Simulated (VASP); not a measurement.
CoO, 2 atoms in the cell. Symmetry: F-43m, No. 216, cubic system. The conventional cell has a = 4.635 Å, b = 4.635 Å, c = 4.635 Å, α = 90.00°, β = 90.00°, γ = 90.00°. Co (site symmetry -43m) has 4 O at 2.01 Å within 2.7 Å. Within 2.7 Å of O (site symmetry -43m) lie 4 Co at 2.01 Å. 

```yaml
Program: VASP 6.6.1
Task: single point
Functional: PBE
Potentials_or_basis: VASP PAW PBE potentials, release 64 (Co, O)
Cutoff: 520 eV
k_mesh: 8 × 8 × 8
Occupations: gaussian, width 0.1 eV
Spin: collinear spin, ferromagnetic start
Starting_moments: "[2.64, 0.26] μB"
Hubbard_terms: Co d U = 3.32 eV
Dipole_correction: no
Further_INCAR_settings: ALGO = Normal; EDIFF = 1e-06; NBANDS = 18
```

Potentials or basis: VASP PAW PBE potentials, release 64 (Co, O).

Command:

```sh
$ cat potpaw_PBE.64/Co/POTCAR potpaw_PBE.64/O/POTCAR > POTCAR
$ mpirun -np 1 vasp_std > vasp.out
```

Hardware: 1 thread of AMD EPYC 9R45 96-Core Processor (Zen 5), with other jobs on the host.

Task: How long does it take, and how much memory?

Result: Run time: 20 s on 1 thread of AMD EPYC 9R45 96-Core Processor (Zen 5) (shared host), peak memory 0.13 GiB. Counts: scf iterations 17, k points 29.
